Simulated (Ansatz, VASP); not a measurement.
# Zn: VASP beside Ansatz

The input INCAR:

```
PREC = Accurate
ENCUT = 520
EDIFF = 1E-6
ISMEAR = -1
SIGMA = 0.1
LREAL = False
LASPH = True
NELM = 60
ALGO = Normal
ISIF = 2
LWAVE = False
LCHARG = True
GGA = B5
ALDAX = 1.0
AGGAX = 1.0
AGGAC = 1.0
ALDAC = 0.0
LELF = True
LVHAR = True
NBANDS = 25
```

KPOINTS

```
regular mesh
0
Gamma
  9 9 13
```

The input POSCAR:

```
Zn
1.0
    4.7100817504      0.0000000000      0.0000000000
   -2.3550408752      4.0790504498      0.0000000000
    0.0000000000      0.0000000000      2.6489514551
Zn
3
Direct
    0.0000000000      1.0000000000      1.0000000000
    0.3333333333      0.6666666667      0.5000000000
    0.6666666667      0.3333333333      0.5000000000
```

Input for Ansatz:

```yaml
crystal:
  lattice:
    - [4.7100817504, 0.0, 0.0]
    - [-2.3550408752, 4.0790504498, 0.0]
    - [0.0, 0.0, 2.6489514551]
  atoms:
    - { symbol: Zn, position: [0.0, 1.0, 1.0] }
    - { symbol: Zn, position: [0.3333333333, 0.6666666667, 0.5] }
    - { symbol: Zn, position: [0.6666666667, 0.3333333333, 0.5] }
hamiltonian:
  xc: blyp
  pseudopotentials:
    kind: paw
    azcp:
      Zn: "pseudopotentials/Zn.paw.azcp"
basis:
  ecutwfc: 420
  fft_grid_basis: typed
kpoints:
  mp_grid: { grid: [9, 9, 13], shift: [0, 0, 0] }
magnetization:
  spin_polarized: false
scf:
  occupations: { method: fermi_dirac, width: 0.1 }
  lower_state_search: "off"
output:
  stress: true
  write_density: true
  write_potential: true
  elf: true
  volumetric_format: npy
```

Alike in both runs: task single point; functional BLYP; k mesh 9 × 9 × 13; occupations fermi-dirac, width 0.1 eV; no spin polarisation.

|  | VASP | Ansatz |
| --- | --- | --- |
| version | VASP 6.6.1 | Ansatz 0.2.0 |
| potentials or method | VASP PAW PBE potentials, release 64 (Zn), cutoff 520 eV | plane waves (420 eV) with PAW, scalar-relativistic |
| valence electrons in the cell | 36 | 36 |

|  | VASP | Ansatz | Ansatz less VASP |
| --- | --- | --- | --- |
| pressure (GPa) | 1.9 | 1.7 | -0.22 |
| traceless stress, the component that is largest in VASP (GPa) | -0.04 | -0.15 | -0.108 |

VASP's potentials were made for PBE, not for BLYP. The functional is the same, so the differences come from potentials, cutoffs and numerics.
